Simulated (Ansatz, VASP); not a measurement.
# ScAl3 in VASP and in Ansatz

INCAR

```
  PREC = Accurate
  ENCUT = 520
  EDIFF = 1E-6
  ISMEAR = 0
  SIGMA = 0.15
  LREAL = False
  LASPH = True
  NELM = 60
  ALGO = Fast
  ISIF = 2
  LWAVE = False
  LCHARG = False
  GGA = PE
  NBANDS = 18
```

Contents of KPOINTS:

```
regular mesh
0
Gamma
  12 12 12
```

The input POSCAR:

```
ScAl3
1.0
    4.4337570436      0.0000000000      0.0000000000
    0.0000000000      4.4337570436      0.0000000000
    0.0000000000      0.0000000000      4.4337570436
Sc Al
1 3
Direct
    0.0000000000      0.0000000000      0.0000000000
    0.5000000000      0.0000000000      0.5000000000
    0.0000000000      0.5000000000      0.5000000000
    0.5000000000      0.5000000000      0.0000000000
```

Input for Ansatz:

```yaml
crystal:
  lattice:
    - [4.4337570436, 0.0, 0.0]
    - [0.0, 4.4337570436, 0.0]
    - [0.0, 0.0, 4.4337570436]
  atoms:
    - { symbol: Sc, position: [0.0, 0.0, 0.0] }
    - { symbol: Al, position: [0.5, 0.0, 0.5] }
    - { symbol: Al, position: [0.0, 0.5, 0.5] }
    - { symbol: Al, position: [0.5, 0.5, 0.0] }
basis:
  ecutwfc: 420
kpoints:
  mp_grid: { grid: [12, 12, 12] }
hamiltonian:
  xc: pbe
scf:
  occupations: { method: gaussian, width: 0.15 }
output:
  forces: true
  stress: true
  eigenvalues: true
  write_density: true
  write_potential: true
  elf: true
  volumetric_format: npy
```

Change from the starting cell: strain +0.080 along x and y, +0.080 along z, atoms carried along.

Alike in both runs: task single point; functional PBE; k mesh 12 × 12 × 12; occupations gaussian, width 0.15 eV; no spin polarisation.

|  | VASP | Ansatz |
| --- | --- | --- |
| version | VASP 6.6.1 | Ansatz 0.2.0 |
| potentials or method | VASP PAW PBE potentials, release 64 (Sc_sv, Al), cutoff 520 eV | scalar-relativistic, plane waves, PAW |
| valence electrons in the cell | 20 | 20 |

|  | VASP | Ansatz | Ansatz less VASP |
| --- | --- | --- | --- |
| gap on the k mesh at the Fermi level (eV) | none | none | - |
| pressure (GPa) | -12.0 | -12.0 | +0.01 |

A gap of «none» marks a metal or a gap that the smearing closes.
